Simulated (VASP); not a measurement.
Write the native input for VASP 6.6.1 that does the following.

| Quantity | Value |
| --- | --- |
| Task | single point |
| Functional | PBE |
| Potentials or basis | VASP PAW PBE potentials, release 64 (O, Ba_sv, Ti_sv) |
| Cutoff | 520 eV |
| k mesh | 7 × 5 × 1 |
| Occupations | gaussian, width 0.05 eV |
| Spin | no spin polarisation |
| Dipole correction | yes |
| Further INCAR settings | ALGO = Normal; EDIFF = 1e-06; NBANDS = 80; NELMDL = -8 |

The structure of Ba3Ti3O11 lies in POSCAR:

```
Ba3Ti3O11
1.0
    4.0597679988      0.0000000000      0.0000000000
    0.0430413577      5.7564153582      0.0000000000
    0.0000000000      0.0000000000     23.6500441119
O Ba Ti
11 3 3
Direct
    0.5116061513      0.2669179415      0.3171241442
    0.5116061513      0.7669179415      0.3196963222
    0.0222297318      0.0116061513      0.3789401555
    0.5116061513      0.7669179415      0.4381839887
    0.5116061513      0.2669179415      0.4407561668
    0.0222297318      0.5116061513      0.5000000000
    0.5116061513      0.2669179415      0.5592438332
    0.5116061513      0.7669179415      0.5618160113
    0.0222297318      0.0116061513      0.6210598445
    0.5116061513      0.7669179415      0.6803036778
    0.5116061513      0.2669179415      0.6828758558
    0.9950454828      0.4950454828      0.3789401555
    0.9950454828      0.9950454828      0.5000000000
    0.9950454828      0.4950454828      0.6210598445
    0.4808124828      0.9808124828      0.3789401555
    0.4808124828      0.4808124828      0.5000000000
    0.4808124828      0.9808124828      0.6210598445
```

One way to write it, as run:

INCAR

```
SYSTEM = Ba3Ti3O11
  ALGO = Normal
  DIPOL = 0.5 0.5 0.500
  EDIFF = 1E-6
  ENCUT = 520
  GGA = PE
  GGA_COMPAT = .FALSE.
  IDIPOL = 3
  ISIF = 2
  ISMEAR = 0
  LASPH = .TRUE.
  LCHARG = .FALSE.
  LDIPOL = .TRUE.
  LREAL = .FALSE.
  LWAVE = .FALSE.
  NBANDS = 80
  NELM = 120
  NELMDL = -8
  PREC = Accurate
  SIGMA = 0.05
```

KPOINTS

```
k-points
0
G
  7 5 1
  0 0 0
```

Potentials or basis: VASP PAW PBE potentials, release 64 (O, Ba_sv, Ti_sv).

Run with:

```sh
$ cat potpaw_PBE.64/O/POTCAR potpaw_PBE.64/Ba_sv/POTCAR potpaw_PBE.64/Ti_sv/POTCAR > POTCAR
$ mpirun -np 1 vasp_std > vasp.out
```

It gave:

```yaml
Largest_force: 2.717 eV/Å
Band_gap_on_the_k_mesh: zero (bands 66 and 67 overlap by 0.22 eV)
```

Caveat: spin-orbit coupling is left out, which moves the levels of the heavy elements; semilocal functionals often make such compounds metallic where correlation or magnetic order opens a gap, which also shifts bond lengths.

Run time: 38 min on 1 thread of Intel(R) Xeon(R) Platinum 8488C (Sapphire Rapids) (shared host), peak memory 0.96 GiB.
